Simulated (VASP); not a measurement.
# Ge (P6_3/mmc) in VASP: settings compared

The runs below take Ge through relaxation of cell and atoms, with PBEsol, LDA, r2SCAN.

Everything below comes from runs of VASP 6.6.1. Logs are shortened: lines on timing, memory, paths and dates and some standing lists are left out, and cuts for length are marked.

## Step 1: The cell of the first run

It takes space group P6_3/mmc (No. 194, hexagonal). Conventional cell: a = 4.058 Å, b = 4.058 Å, c = 6.693 Å, α = 90.00°, β = 90.00°, γ = 120.00°. Ge (site symmetry 3m) has 4 Ge at 2.49 to 2.51 Å within 3.3 Å.

## Step 2: Relaxation of cell and atoms, PBEsol

Contents of INCAR:

```
PREC = Accurate
ENCUT = 600
EDIFF = 1E-6
ISMEAR = -1
SIGMA = 0.02
LREAL = F
LASPH = T
NELM = 80
ALGO = Normal
ISIF = 3
LWAVE = F
LCHARG = F
GGA = PS
IBRION = 2
NSW = 80
EDIFFG = -0.005
```

Contents of KPOINTS:

```
Automatic mesh
0
Gamma
  6 6 4
```

Contents of POSCAR:

```
Ge
1.0
    4.0584087531      0.0000000000      0.0000000000
   -2.0292043765      3.5146850791      0.0000000000
    0.0000000000      0.0000000000      6.6929896224
Ge
4
Direct
    0.3333333333      0.6666666667      0.0003197446
    0.6666666667      0.3333333333      0.5003197446
    0.3333333333      0.6666666667      0.3746802554
    0.6666666667      0.3333333333      0.8746802554
```

Potentials or basis: VASP PAW PBE potentials, release 64 (Ge_d).

On the command line:

```console
cat potpaw_PBE.64/Ge_d/POTCAR > POTCAR
mpirun -np 1 vasp_std > vasp.out
```

OUTCAR:

```text
PREC = Accurate
   ENCUT = 600
   EDIFF = 1E-6
   ISMEAR = -1
   LREAL = F
   LASPH = T
   NELM = 80
   ISIF = 3
   GGA = PS
   IBRION = 2
   NSW = 80
   EDIFFG = -0.005

 ion  position               nearest neighbor table
   1  0.333  0.667  0.000-   4 2.49   4 2.49   4 2.49   3 2.51
   2  0.667  0.333  0.500-   3 2.49   3 2.49   3 2.49   4 2.51
   3  0.333  0.667  0.375-   2 2.49   2 2.49   2 2.49   1 2.51
   4  0.667  0.333  0.875-   1 2.49   1 2.49   1 2.49   2 2.51

  LATTYP: Found a hexagonal cell.
 ALAT       =     4.0584087531
 C/A-ratio  =     1.6491659736

  Lattice vectors:

 A1 = (   4.0584087531,   0.0000000000,   0.0000000000)
 A2 = (  -2.0292043765,   3.5146850791,   0.0000000000)
 A3 = (   0.0000000000,   0.0000000000,   6.6929896224)

Analysis of symmetry for initial positions (statically):
=====================================================================
 Subroutine PRICEL returns:
 Original cell was already a primitive cell.

 Routine SETGRP: Setting up the symmetry group for a
 hexagonal supercell.

 Subroutine GETGRP returns: Found 24 space group operations
 (whereof  6 operations were pure point group operations)
 out of a pool of 24 trial point group operations.

The static configuration has the point symmetry C_3v.
 The point group associated with its full space group is D_6h.

Analysis of symmetry for dynamics (positions and initial velocities):
=====================================================================
 Subroutine PRICEL returns:
 Original cell was already a primitive cell.

 Routine SETGRP: Setting up the symmetry group for a
 hexagonal supercell.

 Subroutine GETGRP returns: Found 24 space group operations
 (whereof  6 operations were pure point group operations)
 out of a pool of 24 trial point group operations.

The dynamic configuration has the point symmetry C_3v.
 The point group associated with its full space group is D_6h.

 Subroutine INISYM returns: Found 24 space group operations
 (whereof  6 operations are pure point group operations),
 and found     1 'primitive' translations

----------------------------------------------------------------------------------------

                                     Primitive cell

  volume of cell :      95.4690

  direct lattice vectors                    reciprocal lattice vectors
     4.058408753  0.000000000  0.000000000     0.246401992  0.142260256  0.000000000
    -2.029204377  3.514685079  0.000000000     0.000000000  0.284520513  0.000000000
     0.000000000  0.000000000  6.692989622     0.000000000  0.000000000  0.149410063

  length of vectors
     4.058408753  4.058408753  6.692989622     0.284520513  0.284520513  0.149410063

  position of ions in fractional coordinates (direct lattice)
     0.333333333  0.666666667  0.000319745
     0.666666667  0.333333333  0.500319745
     0.333333333  0.666666667  0.374680255
     0.666666667  0.333333333  0.874680255

  ion indices of the primitive-cell ions
   primitive index   ion index
                 1           1
                 2           2
                 3           3
                 4           4

----------------------------------------------------------------------------------------

 KPOINTS: Automatic mesh

Automatic generation of k-mesh.
 Grid dimensions read from file:
 generate k-points for:    6    6    4

 Generating k-lattice:

  Cartesian coordinates                     Fractional coordinates (reciprocal lattice)
     0.041066999  0.023710043  0.000000000     0.166666667  0.000000000  0.000000000
     0.000000000  0.047420085  0.000000000     0.000000000  0.166666667  0.000000000
     0.000000000  0.000000000  0.037352516     0.000000000  0.000000000  0.250000000

  Length of vectors
     0.047420085  0.047420085  0.037352516

  Shift w.r.t. Gamma in fractional coordinates (k-lattice)
     0.000000000  0.000000000  0.000000000

 Subroutine IBZKPT returns following result:
 ===========================================

 Found     21 irreducible k-points:

 Following reciprocal coordinates:
            Coordinates               Weight
  0.000000  0.000000  0.000000      1.000000
  0.166667  0.000000  0.000000      6.000000
  0.333333  0.000000  0.000000      6.000000
  0.500000 -0.000000  0.000000      3.000000
  0.166667  0.166667  0.000000      6.000000
  0.333333  0.166667  0.000000     12.000000
[... 13 lines left out ...]
  0.333333  0.166667  0.500000     12.000000
  0.333333  0.333333  0.500000      2.000000
   k-points           NKPTS =     21   k-points in BZ     NKDIM =     21   number of bands    NBANDS=     33
   number of dos      NEDOS =    301   number of ions     NIONS =      4
   total plane-waves  NPLWV =  55296
   dimension x,y,z NGX =    32 NGY =   32 NGZ =   54
   dimension x,y,z NGXF=    64 NGYF=   64 NGZF=  108
   ions per type =               4
   NGX,Y,Z   is equivalent  to a cutoff of  13.11, 13.11, 13.41 a.u.
   NGXF,Y,Z  is equivalent  to a cutoff of  26.22, 26.22, 26.83 a.u.
 SYSTEM =  unknown system
   PREC   = accura    normal or accurate (medium, high low for compatibility)
   ISTART =      0    job   : 0-new  1-cont  2-samecut
   ICHARG =      2    charge: 1-file 2-atom 10-const
   ISPIN  =      1    spin polarized calculation?
   LNONCOLLINEAR =      F non collinear calculations
   LSORBIT =      F    spin-orbit coupling
   LASPH  =      T    aspherical Exc in radial PAW
   ENCUT  =  600.0 eV  44.10 Ry    6.64 a.u.   8.11  8.11 13.37*2*pi/ulx,y,z
   NELM   =     80;   NELMIN=  2; NELMDL= -5     # of ELM steps
   EDIFF  = 0.1E-05   stopping-criterion for ELM
   LREAL  =      F    real-space projection
   EDIFFG = -.5E-02   stopping-criterion for IOM
   NSW    =     80    number of steps for IOM
   IBRION =      2    ionic relax: 0-MD 1-quasi-New 2-CG
   NFREE  =      1    steps in history (QN), initial steepest desc. (CG)
   ISIF   =      3    stress and relaxation
   ISYM   =      2    0-nonsym 1-usesym 2-fastsym
   POTIM  = 0.5000    time-step for ionic-motion
   TEBEG  =    0.0;   TEEND  =   0.0 temperature during run
   PSTRESS=    0.0 pullay stress
   NELECT =      56.0000    total number of electrons
   NUPDOWN=      -1.0000    fix difference up-down
   EMIN   =  10.00;   EMAX   =-10.00  energy-range for DOS
   EFERMI =   0.00;   METHOD = LEGACY
   ISMEAR =    -1;   SIGMA  =   0.02  broadening in eV -4-tet -1-fermi 0-gaus
   EFERMI_NEDOS =   21; number of points for ismear=-14 and -15
   IALGO  =     38    algorithm
   IMIX   =      4    mixing-type and parameters
     AMIX     =   0.40;   BMIX     =  1.00
     AMIX_MAG =   1.60;   BMIX_MAG =  1.00
  volume/ion in A,a.u.               =      23.87       161.06
  Fermi-wavevector in a.u.,A,eV,Ry     =   1.370409  2.589697 25.552007  1.878020
  Thomas-Fermi vector in A             =   2.496197
   LORBIT       =      0    0 simple, 1 ext, 2 COOP (PROOUT), +10 PAW based schemes
   GGA     = PS    functional components
   LHFCALC =     F    Hartree Fock is set to
   AEXX    =    0.0000 exact exchange contribution
   IVDW    =     0    specifies the selected vdW correction
   LEPSILON=     F    determine dielectric tensor
   LRPA    =     F    only Hartree local field effects (RPA)
 conjugate gradient relaxation of ions
 non-spin polarized calculation
  energy-cutoff  :      600.00
  volume of cell :       95.47
 maximum number of plane-waves:      3216
   NGX = 17   NGY = 17   NGZ = 27

--------------------------------------- Ionic step        1  -------------------------------------------

 number of electron      55.9999999 magnetization

 Free energy of the ion-electron system (eV)
  ---------------------------------------------------
  ext. energy  EPLUGINS =         0.00000000
  ---------------------------------------------------
  free energy    TOTEN  =       -19.60897045 eV

  energy without entropy =      -19.60865532  energy(sigma->0) =      -19.60881288

 E-fermi :   4.3040     XC(G=0):  -9.8716

 val. band max:        4.2721736072   @ k =   0.0000   0.0000   0.0000
 cond. band min:       4.3503111030   @ k =   0.0000   0.0000   0.2500
 fundamental gap:      0.0781374958
 Fermi energy:         4.3040066395

 k-point     1 :       0.0000    0.0000    0.0000
  band No.  band energies     occupation
      1     -20.3605      2.00000
      2     -20.3605      2.00000
      3     -20.3283      2.00000
      4     -20.3265      2.00000
      5     -20.3265      2.00000
      6     -20.3157      2.00000
[... 843 lines left out ...]
 POSITION                                       TOTAL-FORCE (eV/Angst)
 -----------------------------------------------------------------------------------
     -0.00000      2.31062      0.00176         0.000000      0.000000     -0.008930
      2.00105      1.15531      3.29288         0.000000      0.000000     -0.008930
     -0.00000      2.31062      2.46659        -0.000000     -0.000000      0.008930
      2.00105      1.15531      5.75772        -0.000000     -0.000000      0.008930
 -----------------------------------------------------------------------------------
    total drift:                               -0.000000      0.000000     -0.000166

  FREE ENERGIE OF THE ION-ELECTRON SYSTEM (eV)
  ---------------------------------------------------
  free  energy   TOTEN  =       -19.6448691748 eV

  energy  without entropy=      -19.6444577503  energy(sigma->0) =      -19.64466346

[... ionic steps 4 to 10 ...]

--------------------------------------- Ionic step       11  -------------------------------------------

 number of electron      55.9999979 magnetization

------------------------ aborting loop because EDIFF is reached ----------------------------------------

  FORCE on cell =-STRESS in cart. coord.  units (eV):
  Direction    XX          YY          ZZ          XY          YZ          ZX
  --------------------------------------------------------------------------------------
  -------------------------------------------------------------------------------------
  Total       -0.0560796     -0.0560796     -0.0402750     -0.0000000      0.0000000      0.0000000
  in kB       -0.9834826     -0.9834826     -0.7063133     -0.0000000      0.0000000      0.0000000
  external PRESSURE =      -0.8910928 kB  Pullay stress =       0.0000000 kB

 VOLUME and BASIS-vectors are now :
 -----------------------------------------------------------------------------
  energy-cutoff  :      600.00
  volume of cell :       91.36
      direct lattice vectors                 reciprocal lattice vectors
     4.004877637 -0.000000000 -0.000000000     0.249695519  0.144161775  0.000000000
    -2.002438818  3.468325772 -0.000000000     0.000000000  0.288323550  0.000000000
    -0.000000000 -0.000000000  6.577182852     0.000000000  0.000000000  0.152040778
[... 39 lines left out ...]
 POSITION                                       TOTAL-FORCE (eV/Angst)
 -----------------------------------------------------------------------------------
     -0.00000      2.31222      0.00089         0.000000      0.000000     -0.005268
      2.00244      1.15611      3.28918         0.000000      0.000000     -0.005268
     -0.00000      2.31222      2.46532        -0.000000     -0.000000      0.005268
      2.00244      1.15611      5.75360        -0.000000     -0.000000      0.005268
 -----------------------------------------------------------------------------------
    total drift:                               -0.000000      0.000000     -0.000186

  FREE ENERGIE OF THE ION-ELECTRON SYSTEM (eV)
  ---------------------------------------------------
  free  energy   TOTEN  =       -19.6449125767 eV

  energy  without entropy=      -19.6444296781  energy(sigma->0) =      -19.64467113

--------------------------------------- Ionic step       13  -------------------------------------------

 number of electron      55.9999979 magnetization

 Free energy of the ion-electron system (eV)
  ---------------------------------------------------
  ext. energy  EPLUGINS =         0.00000000
  ---------------------------------------------------
  free energy    TOTEN  =       -19.64491290 eV

  energy without entropy =      -19.64442936  energy(sigma->0) =      -19.64467113

 E-fermi :   4.8125     XC(G=0): -10.0790

 val. band max:        4.8055333282   @ k =   0.0000   0.0000   0.0000
 cond. band min:       4.8393428738   @ k =   0.0000   0.0000   0.2500
 fundamental gap:      0.0338095456
 Fermi energy:         4.8124929810

 k-point     1 :       0.0000    0.0000    0.0000
  band No.  band energies     occupation
      1     -20.0058      2.00000
      2     -20.0058      2.00000
      3     -19.9724      2.00000
      4     -19.9670      2.00000
      5     -19.9670      2.00000
      6     -19.9569      2.00000
[... 767 lines left out ...]
 POSITION                                       TOTAL-FORCE (eV/Angst)
 -----------------------------------------------------------------------------------
     -0.00000      2.31222      0.00089         0.000000      0.000000     -0.003217
      2.00244      1.15611      3.28914         0.000000      0.000000     -0.003217
     -0.00000      2.31222      2.46530        -0.000000     -0.000000      0.003217
      2.00244      1.15611      5.75356        -0.000000     -0.000000      0.003217
 -----------------------------------------------------------------------------------
    total drift:                               -0.000000      0.000000     -0.000186

  FREE ENERGIE OF THE ION-ELECTRON SYSTEM (eV)
  ---------------------------------------------------
  free  energy   TOTEN  =       -19.6449128959 eV

  energy  without entropy=      -19.6444293600  energy(sigma->0) =      -19.64467113

 reached required accuracy - stopping structural energy minimisation
```

It took 13 min on 1 thread of Oxide Virtual Turin-like, shared host; peak memory 0.22 GiB.

What came out:

```
Free energy                            : -19.6449 eV
Relaxed volume                         : 22.84 Å³/atom
Relaxed cell                           : a = 4.005 Å, b = 4.005 Å, c = 6.577 Å, α = 90.00°, β = 90.00°, γ = 120.00°
Space group after relaxing (to 0.05 Å) : P6_3/mmc (No. 194)
Energy gained by relaxing              : 9.0 meV/atom
Ionic steps                            : 13
Pressure after relaxing                : 0.0 GPa
Largest force after relaxing           : 0.003 eV/Å
Band gap on the k mesh                 : 0.03 eV, indirect (least direct gap 0.14 eV)
```

Forces on the atoms (eV/Å):
```
Ge   0.000  0.000 -0.003
Ge   0.000  0.000 -0.003
Ge   0.000  0.000  0.003
Ge   0.000  0.000  0.003
```

Step by step:
| step | energy change (eV) | largest force (eV/Å) | pressure (GPa) | volume (Å³) |
| --- | --- | --- | --- | --- |
| 1 | 0.0000 | 0.0097 | -2.69 | 95.47 |
| 2 | -0.0325 | 0.0231 | 0.90 | 90.04 |
| 3 | -0.0359 | 0.0089 | 0.12 | 91.30 |
| 4 | -0.0359 | 0.0067 | -0.10 | 91.46 |
| 5 | -0.0359 | 0.0067 | 0.01 | 91.38 |
| 6 | -0.0359 | 0.0066 | -0.06 | 91.39 |
| 7 | -0.0359 | 0.0068 | -0.07 | 91.39 |
| 8 | -0.0359 | 0.0065 | -0.01 | 91.37 |
| 9 | -0.0359 | 0.0059 | -0.01 | 91.36 |
| 10 | -0.0359 | 0.0049 | 0.05 | 91.35 |
| 11 | -0.0359 | 0.0070 | -0.09 | 91.36 |
| 12 | -0.0359 | 0.0053 | -0.01 | 91.35 |
| 13 | -0.0359 | 0.0032 | 0.00 | 91.35 |

Final structure:
```
CELL_PARAMETERS angstrom
4.00488 0.00000 0.00000
-2.00244 3.46832 0.00000
0.00000 0.00000 6.57651
ATOMIC_POSITIONS crystal
Ge 0.33333 0.66667 0.00013
Ge 0.66667 0.33333 0.50013
Ge 0.33333 0.66667 0.37487
Ge 0.66667 0.33333 0.87487
```

Caveat: the PAW data sets were made with another functional, which shifts forces and pressure a little. A k mesh can miss the band edges.

## Step 3: Relaxation of cell and atoms, LDA

Contents of INCAR:

```
SYSTEM = Ge
PREC = Accurate ; ENCUT = 600
EDIFF = 1E-6 ; ISMEAR = -1
SIGMA = 0.02 ; LREAL = .FALSE.
LASPH = .TRUE. ; NELM = 80
ALGO = Normal ; ISIF = 3
LWAVE = .FALSE. ; LCHARG = .FALSE.
GGA = CA ; IBRION = 2
NSW = 80 ; EDIFFG = -0.005
```

Contents of KPOINTS:

```
regular mesh
0
G
  6 6 4
  0 0 0
```

POSCAR is that of step 2.

Potentials or basis: VASP PAW LDA potentials, release 64 (Ge_d).

On the command line:

```console
cat potpaw_LDA.64/Ge_d/POTCAR > POTCAR
mpirun -np 1 vasp_std > vasp.out
```

Wall time 15 min (1 thread of Oxide Virtual Turin-like, shared host); peak memory 0.18 GiB.

It converged, with:

* Free energy: -20.6783 eV
* Relaxed volume: 22.21 Å³/atom
* Relaxed cell: a = 3.970 Å, b = 3.970 Å, c = 6.510 Å, α = 90.00°, β = 90.00°, γ = 120.00°
* Space group after relaxing (to 0.05 Å): P6_3/mmc (No. 194)
* Energy gained by relaxing: 23.0 meV/atom
* Ionic steps: 21
* Pressure after relaxing: 0.0 GPa
* Largest force after relaxing: 0.003 eV/Å
* Band gap on the k mesh: zero (band 28 reaches 5.06 eV, above the bottom of band 29 at 4.98 eV)

Forces in eV/Å, atoms in the order of the input:
```
Ge   0.000  0.000 -0.003
Ge   0.000  0.000 -0.003
Ge   0.000  0.000  0.003
Ge   0.000  0.000  0.003
```

The path:
```tsv
step	energy change (eV)	largest force (eV/Å)	pressure (GPa)	volume (Å³)
1	0.0000	0.0307	-4.14	95.47
2	-0.0847	0.0006	1.48	87.19
3	-0.0920	0.0051	0.10	88.90
4	-0.0920	0.0052	-0.22	89.03
5	-0.0921	0.0195	-0.16	89.02
6	-0.0921	0.0265	-0.16	89.01
7	-0.0922	0.0077	0.01	88.86
8	-0.0922	0.0063	0.04	88.85
9	-0.0922	0.0090	-0.09	88.85
10	-0.0922	0.0050	0.08	88.80
11	-0.0922	0.0086	0.06	88.82
12	-0.0922	0.0084	0.05	88.83
13	-0.0922	0.0087	0.05	88.84
14	-0.0922	0.0094	-0.06	88.85
15	-0.0922	0.0067	-0.03	88.85
16	-0.0922	0.0067	0.04	88.85
17	-0.0922	0.0074	0.03	88.85
18	-0.0922	0.0076	0.02	88.85
19	-0.0922	0.0024	-0.08	88.85
20	-0.0922	0.0051	0.00	88.85
21	-0.0922	0.0031	0.03	88.85
```

Final structure:
```xyz
4
Lattice="3.9698 0.0000 0.0000 -1.9849 3.4379 0.0000 0.0000 0.0000 6.5104" Properties=species:S:1:pos:R:3 pbc="T T T"
Ge    0.0000    2.2919    6.5102
Ge    1.9849    1.1460    3.2551
Ge    0.0000    2.2919    2.4415
Ge    1.9849    1.1460    5.6967
```

Levels at points of the mesh, in eV from the Fermi level:
| k point | band 25 | band 26 | band 27 | band 28 | band 29 | band 30 | band 31 | band 32 |
| --- | --- | --- | --- | --- | --- | --- | --- | --- |
| (0.00, 0.00, 0.00) | -1.57 | -0.21 | -0.15 | 0.08 | 0.10 | 0.10 | 2.19 | 2.19 |
| (0.50, 0.00, 0.00) | -4.74 | -3.20 | -2.94 | -1.50 | 0.37 | 1.65 | 3.51 | 3.68 |
| (0.00, 0.00, 0.50) | -0.93 | -0.93 | -0.93 | -0.93 | 0.60 | 0.60 | 3.33 | 3.33 |
| (0.50, 0.00, 0.50) | -2.61 | -2.61 | -2.52 | -2.52 | 0.45 | 0.45 | 2.04 | 2.04 |

[end of part 1 of 2]
